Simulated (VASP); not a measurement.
Zr, 1 atom in the cell. The structure is cubic, space group Fm-3m (No. 225). Conventional cell: a = 4.510 Å, b = 4.510 Å, c = 4.510 Å, α = 90.00°, β = 90.00°, γ = 90.00°. Within 4.2 Å of Zr (site symmetry m-3m) lie 12 Zr at 3.19 Å. 

- Program: VASP 6.6.1
- Task: single point
- Functional: PBE
- Potentials or basis: VASP PAW PBE potentials, release 64 (Zr_sv)
- Cutoff: 500 eV
- k mesh: 5 × 5 × 5
- Occupations: fermi-dirac, width 0.03 eV
- Spin: no spin polarisation
- Dipole correction: no
- Further INCAR settings: ALGO = Normal; EDIFF = 1e-06; NBANDS = 12

Potentials or basis: VASP PAW PBE potentials, release 64 (Zr_sv).

The run is started by

```sh
$ cat potpaw_PBE.64/Zr_sv/POTCAR > POTCAR
$ mpirun -np 1 vasp_std > vasp.out
```

Hardware: 1 thread of Intel(R) Xeon(R) Platinum 8559C (Emerald Rapids), with other jobs on the host.

Question: How long does it take, and how much memory?

Answer: It took 3.6 s on 1 thread of Intel(R) Xeon(R) Platinum 8559C (Emerald Rapids), with other jobs on the host, peak memory 0.13 GiB. Counts: scf iterations 12, k points 10.
